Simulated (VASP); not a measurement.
Here is a VASP 6.6.1 calculation.

Contents of INCAR:

```
  PREC = Accurate
  ENCUT = 520
  EDIFF = 1E-7
  ISMEAR = 1
  SIGMA = 0.1
  LREAL = F
  LASPH = T
  NELM = 80
  ALGO = Normal
  ISIF = 2
  LWAVE = F
  LCHARG = T
  LELF = T
  LVHAR = T
  NBANDS = 12
```

Contents of KPOINTS:

```
Automatic mesh
0
Gamma
  6 6 6
```

The input POSCAR:

```
As
1.0
    0.0000000000      2.9941644478      2.9941644478
    2.9941644478      0.0000000000      2.9941644478
    2.9941644478      2.9941644478      0.0000000000
As
2
Direct
    0.0000000000      0.0000000000      0.0000000000
    0.2500000000      0.2500000000      0.2500000000
```

Potentials or basis: VASP PAW LDA potentials, release 64 (As).

Command:

```console
$ cat potpaw_LDA.64/As/POTCAR > POTCAR
$ mpirun -np 1 vasp_std > vasp.out
```

(1) What does it give for the pressure?

(2) What does it give for the band gap on the k mesh?

Results:

(1) 0.3 GPa.

(2) zero (band 5 reaches 3.85 eV, above the bottom of band 6 at 2.62 eV).
